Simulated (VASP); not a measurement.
# C (P2_1) in VASP: single point with PBE

Aim: the single point of C with PBE.

Program: VASP 6.6.1. These are calculated values, not measurements. Logs are shortened: lines on timing, memory, paths and dates and some standing lists are left out, and cuts for length are marked.

## 1. The cell of the first run

Symmetry: P2_1, No. 4, monoclinic system. Conventional cell: a = 2.518 Å, b = 8.305 Å, c = 2.518 Å, α = 90.00°, β = 120.00°, γ = 90.00°. C (site symmetry 1) has 4 C at 1.54 to 1.55 Å within 2.0 Å. Within 2.1 Å of C (site symmetry 1) lie 4 C at 1.54 to 1.55 Å. Within 2.0 Å of C (site symmetry 1) lie 4 C at 1.54 to 1.57 Å. C (site symmetry 1) has 4 C at 1.54 to 1.57 Å within 2.1 Å.

## 2. Single point, PBE (atoms displaced along several vibrational modes)

Contents of INCAR:

```
SYSTEM = C
ALGO = Normal
EDIFF = 1E-6
ENCUT = 520
GGA = PE
ISIF = 2
ISMEAR = 0
LASPH = .TRUE.
LCHARG = .FALSE.
LREAL = .FALSE.
LWAVE = .FALSE.
NBANDS = 26
NELM = 100
PREC = Accurate
SIGMA = 0.05
```

Contents of KPOINTS:

```
k-points
0
G
  12 12 4
  0 0 0
```

Contents of POSCAR:

```
C
1.0
    2.5180642186      0.0000000000      0.0000000000
   -1.2590321093      2.1807075817      0.0000000000
    0.0000000000      0.0000000000      8.3046919353
C
8
Direct
   -0.0145328010     -0.0106387487      0.0929732494
    0.0145328010      0.0106387487      0.5929732494
    0.0145328010      0.0106387487      0.4070267506
   -0.0145328010     -0.0106387487      0.9070267506
    0.3214328614      0.6579549166      0.1555299995
    0.6785671386      0.3420450834      0.6555299995
    0.3452338053      0.6753784168      0.3444700005
    0.6547661947      0.3246215832      0.8444700005
```

Potentials or basis: VASP PAW PBE potentials, release 64 (C).

Run with:

```console
> cat potpaw_PBE.64/C/POTCAR > POTCAR
> mpirun -np 1 vasp_std > vasp.out
```

OUTCAR:

```text
SYSTEM = C
   EDIFF = 1E-6
   ENCUT = 520
   GGA = PE
   ISIF = 2
   ISMEAR = 0
   LASPH = .TRUE.
   LREAL = .FALSE.
   NELM = 100
   PREC = Accurate

 ion  position               nearest neighbor table
   1  0.985  0.989  0.093-   5 1.54   4 1.54   5 1.55   5 1.55
   2  0.015  0.011  0.593-   6 1.54   3 1.54   6 1.55   6 1.55
   3  0.015  0.011  0.407-   7 1.54   7 1.54   2 1.54   7 1.55
   4  0.985  0.989  0.907-   8 1.54   8 1.54   1 1.54   8 1.55
   5  0.321  0.658  0.156-   1 1.54   1 1.55   1 1.55   7 1.57
   6  0.679  0.342  0.656-   2 1.54   2 1.55   2 1.55   8 1.57
   7  0.345  0.675  0.344-   3 1.54   3 1.54   3 1.55   5 1.57
   8  0.655  0.325  0.844-   4 1.54   4 1.54   4 1.55   6 1.57

  LATTYP: Found a hexagonal cell.
 ALAT       =     2.5180642186
 C/A-ratio  =     3.2980461237

  Lattice vectors:

 A1 = (   2.5180642186,   0.0000000000,   0.0000000000)
 A2 = (  -1.2590321093,   2.1807075817,   0.0000000000)
 A3 = (   0.0000000000,   0.0000000000,   8.3046919353)

Analysis of symmetry for initial positions (statically):
=====================================================================
 Subroutine PRICEL returns:
 Original cell was already a primitive cell.

 Routine SETGRP: Setting up the symmetry group for a
 hexagonal supercell.

 Subroutine GETGRP returns: Found  2 space group operations
 (whereof  1 operations were pure point group operations)
 out of a pool of 24 trial point group operations.

The static configuration has the point symmetry C_1 .
 The point group associated with its full space group is C_2 .

Analysis of symmetry for dynamics (positions and initial velocities):
=====================================================================
 Subroutine PRICEL returns:
 Original cell was already a primitive cell.

 Routine SETGRP: Setting up the symmetry group for a
 hexagonal supercell.

 Subroutine GETGRP returns: Found  2 space group operations
 (whereof  1 operations were pure point group operations)
 out of a pool of 24 trial point group operations.

The dynamic configuration has the point symmetry C_1 .
 The point group associated with its full space group is C_2 .

 Subroutine INISYM returns: Found  2 space group operations
 (whereof  1 operations are pure point group operations),
 and found     1 'primitive' translations

----------------------------------------------------------------------------------------

                                     Primitive cell

  volume of cell :      45.6024

  direct lattice vectors                    reciprocal lattice vectors
     2.518064219  0.000000000  0.000000000     0.397130459  0.229283378  0.000000000
    -1.259032109  2.180707582  0.000000000     0.000000000  0.458566755  0.000000000
     0.000000000  0.000000000  8.304691935     0.000000000  0.000000000  0.120413859

  length of vectors
     2.518064219  2.518064219  8.304691935     0.458566755  0.458566755  0.120413859

  position of ions in fractional coordinates (direct lattice)
     0.985467199  0.989361251  0.092973249
     0.014532801  0.010638749  0.592973249
     0.014532801  0.010638749  0.407026751
     0.985467199  0.989361251  0.907026751
     0.321432861  0.657954917  0.155529999
     0.678567139  0.342045083  0.655529999
     0.345233805  0.675378417  0.344470001
     0.654766195  0.324621583  0.844470001

  ion indices of the primitive-cell ions
   primitive index   ion index
                 1           1
                 2           2
                 3           3
                 4           4
                 5           5
                 6           6
                 7           7
                 8           8

----------------------------------------------------------------------------------------

 KPOINTS: k-points

Automatic generation of k-mesh.
 Grid dimensions read from file:
 generate k-points for:   12   12    4

 Generating k-lattice:

  Cartesian coordinates                     Fractional coordinates (reciprocal lattice)
     0.033094205  0.019106948  0.000000000     0.083333333  0.000000000  0.000000000
     0.000000000  0.038213896  0.000000000     0.000000000  0.083333333  0.000000000
     0.000000000  0.000000000  0.030103465     0.000000000  0.000000000  0.250000000

  Length of vectors
     0.038213896  0.038213896  0.030103465

  Shift w.r.t. Gamma in fractional coordinates (k-lattice)
     0.000000000  0.000000000  0.000000000

 Subroutine IBZKPT returns following result:
 ===========================================

 Found    222 irreducible k-points:

 Following reciprocal coordinates:
            Coordinates               Weight
  0.000000  0.000000  0.000000      1.000000
  0.083333 -0.000000  0.000000      2.000000
  0.000000  0.083333  0.000000      2.000000
 -0.083333  0.083333  0.000000      2.000000
  0.166667 -0.000000  0.000000      2.000000
  0.000000  0.166667  0.000000      2.000000
[... 16 lines left out ...]
  0.166667  0.083333  0.000000      2.000000
 -0.083333  0.250000  0.000000      2.000000
 [... further k-points ...]
   k-points           NKPTS =    222   k-points in BZ     NKDIM =    222   number of bands    NBANDS=     26
   number of dos      NEDOS =    301   number of ions     NIONS =      8
   total plane-waves  NPLWV =  25600
   dimension x,y,z NGX =    20 NGY =   20 NGZ =   64
   dimension x,y,z NGXF=    40 NGYF=   40 NGZF=  128
   ions per type =               8
   NGX,Y,Z   is equivalent  to a cutoff of  13.20, 13.20, 12.81 a.u.
   NGXF,Y,Z  is equivalent  to a cutoff of  26.41, 26.41, 25.62 a.u.
 SYSTEM =  C
   PREC   = accura    normal or accurate (medium, high low for compatibility)
   ISTART =      0    job   : 0-new  1-cont  2-samecut
   ICHARG =      2    charge: 1-file 2-atom 10-const
   ISPIN  =      1    spin polarized calculation?
   LNONCOLLINEAR =      F non collinear calculations
   LSORBIT =      F    spin-orbit coupling
   LASPH  =      T    aspherical Exc in radial PAW
   ENCUT  =  520.0 eV  38.22 Ry    6.18 a.u.   4.68  4.68 15.44*2*pi/ulx,y,z
   NELM   =    100;   NELMIN=  2; NELMDL= -5     # of ELM steps
   EDIFF  = 0.1E-05   stopping-criterion for ELM
   LREAL  =      F    real-space projection
   EDIFFG = 0.1E-04   stopping-criterion for IOM
   NSW    =      0    number of steps for IOM
   IBRION =     -1    ionic relax: 0-MD 1-quasi-New 2-CG
   NFREE  =      0    steps in history (QN), initial steepest desc. (CG)
   ISIF   =      2    stress and relaxation
   ISYM   =      2    0-nonsym 1-usesym 2-fastsym
   POTIM  = 0.5000    time-step for ionic-motion
   TEBEG  =    0.0;   TEEND  =   0.0 temperature during run
   PSTRESS=    0.0 pullay stress
   NELECT =      32.0000    total number of electrons
   NUPDOWN=      -1.0000    fix difference up-down
   EMIN   =  10.00;   EMAX   =-10.00  energy-range for DOS
   EFERMI =   0.00;   METHOD = LEGACY
   ISMEAR =     0;   SIGMA  =   0.05  broadening in eV -4-tet -1-fermi 0-gaus
   EFERMI_NEDOS =   21; number of points for ismear=-14 and -15
   IALGO  =     38    algorithm
   IMIX   =      4    mixing-type and parameters
     AMIX     =   0.40;   BMIX     =  1.00
     AMIX_MAG =   1.60;   BMIX_MAG =  1.00
  volume/ion in A,a.u.               =       5.70        38.47
  Fermi-wavevector in a.u.,A,eV,Ry     =   1.454774  2.749124 28.794932  2.116368
  Thomas-Fermi vector in A             =   2.571886
   LORBIT       =      0    0 simple, 1 ext, 2 COOP (PROOUT), +10 PAW based schemes
   GGA     = PE    functional components
   LHFCALC =     F    Hartree Fock is set to
   AEXX    =    0.0000 exact exchange contribution
   IVDW    =     0    specifies the selected vdW correction
   LEPSILON=     F    determine dielectric tensor
   LRPA    =     F    only Hartree local field effects (RPA)
 non-spin polarized calculation
 Gauss-broadening in eV      SIGMA  =   0.05
  energy-cutoff  :      520.00
  volume of cell :       45.60
 maximum number of plane-waves:      1243
   NGX =  9   NGY =  9   NGZ = 31

 number of electron      31.9999998 magnetization

 Free energy of the ion-electron system (eV)
  ---------------------------------------------------
  ext. energy  EPLUGINS =         0.00000000
  ---------------------------------------------------
  free energy    TOTEN  =       -72.64583053 eV

  energy without entropy =      -72.64583053  energy(sigma->0) =      -72.64583053

 E-fermi :  10.0930     XC(G=0): -13.2245

 val. band max:        9.7851873671   @ k =   0.0000   0.0000   0.0000
 cond. band min:      14.3164971047   @ k =   0.4167  -0.0000   0.0000
 fundamental gap:      4.5313097376
 Fermi energy:        10.0930035460

 k-point     1 :       0.0000    0.0000    0.0000
  band No.  band energies     occupation
      1     -11.7663      2.00000
      2     -10.1295      2.00000
      3     -10.0252      2.00000
      4      -6.1236      2.00000
      5      -3.6677      2.00000
      6       2.9644      2.00000
[... 18 lines left out ...]
     25      17.9842      0.00000
     26      18.2100      0.00000

 k-point     2 :       0.0833   -0.0000    0.0000
  band No.  band energies     occupation
      1     -11.5950      2.00000
      2      -9.9607      2.00000
      3      -9.8572      2.00000
      4      -5.9707      2.00000
      5      -3.5098      2.00000
      6       3.0491      2.00000
[... 18 lines left out ...]
     25      18.4463      0.00000
     26      18.7921      0.00000

 k-point     3 :       0.0000    0.0833    0.0000
  band No.  band energies     occupation
      1     -11.5950      2.00000
      2      -9.9607      2.00000
      3      -9.8572      2.00000
      4      -5.9707      2.00000
      5      -3.5098      2.00000
      6       3.0491      2.00000
[... 572 lines left out ...]
 k-point    23 :       0.1667    0.0833    0.0000
  band No.  band energies     occupation
      1     -10.5743      2.00000
      2      -8.9564      2.00000
      3      -8.8585      2.00000
      4      -5.0603      2.00000
      5      -2.6116      2.00000
      6       2.7424      2.00000
[... 18 lines left out ...]
     25      19.6828      0.00000
     26      20.6404      0.00000

 k-point    24 :      -0.0833    0.2500    0.0000
  band No.  band energies     occupation
      1     -10.5743      2.00000
      2      -8.9564      2.00000
      3      -8.8586      2.00000
      4      -5.0603      2.00000
      5      -2.6118      2.00000
      6       2.7427      2.00000
[... 18 lines left out ...]
     25      19.6841      0.00000
     26      20.6385      0.00000

 [... further k-points ...]

------------------------ aborting loop because EDIFF is reached ----------------------------------------

  FORCE on cell =-STRESS in cart. coord.  units (eV):
  Direction    XX          YY          ZZ          XY          YZ          ZX
  --------------------------------------------------------------------------------------
  -------------------------------------------------------------------------------------
  Total        0.1838137      0.1838554      0.1841433     -0.0197858      0.0000000      0.0000000
  in kB        6.4580405      6.4595059      6.4696209     -0.6951450      0.0000000      0.0000000
  external PRESSURE =       6.4623891 kB  Pullay stress =       0.0000000 kB

 VOLUME and BASIS-vectors are now :
 -----------------------------------------------------------------------------
  energy-cutoff  :      520.00
  volume of cell :       45.60
      direct lattice vectors                 reciprocal lattice vectors
     2.518064219  0.000000000  0.000000000     0.397130459  0.229283378  0.000000000
    -1.259032109  2.180707582  0.000000000     0.000000000  0.458566755  0.000000000
     0.000000000  0.000000000  8.304691935     0.000000000  0.000000000  0.120413859

 POSITION                                       TOTAL-FORCE (eV/Angst)
 -----------------------------------------------------------------------------------
      1.23583      2.15751      0.77211         0.160108      0.156868     -0.001447
      0.02320      0.02320      4.92446        -0.160108     -0.156868     -0.001447
      0.02320      0.02320      3.38023        -0.153549     -0.156868      0.001385
      1.23583      2.15751      7.53258         0.153549      0.156868      0.001385
     -0.01900      1.43481      1.29163         0.121323      0.125787      0.006426
      1.27803      0.74590      5.44397        -0.121323     -0.125787      0.006426
      0.01900      1.47280      2.86072        -0.130237     -0.125753     -0.006363
      1.24003      0.70790      7.01306         0.130237      0.125753     -0.006363
 -----------------------------------------------------------------------------------
    total drift:                                0.000000     -0.000000      0.000035

  FREE ENERGIE OF THE ION-ELECTRON SYSTEM (eV)
  ---------------------------------------------------
  free  energy   TOTEN  =       -72.6458305300 eV

  energy  without entropy=      -72.6458305300  energy(sigma->0) =      -72.64583053
```

Wall time 6.1 min (1 thread of Intel Xeon Platinum 8259CL at 2.50GHz (Skylake/Cascade Lake), shared host); peak memory 0.28 GiB.

What came out:

```
Free energy            : -72.6458 eV
Pressure               : 0.6 GPa
Largest force          : 0.224 eV/Å
Band gap on the k mesh : 4.53 eV (least direct gap 5.30 eV)
```

Forces in eV/Å, atoms in the order of the input:
```
C    0.160  0.157 -0.001
C   -0.160 -0.157 -0.001
C   -0.154 -0.157  0.001
C    0.154  0.157  0.001
C    0.121  0.126  0.006
C   -0.121 -0.126  0.006
C   -0.130 -0.126 -0.006
C    0.130  0.126 -0.006
```

Caveat: the cell differs from its parent crystal (atoms displaced along several vibrational modes).
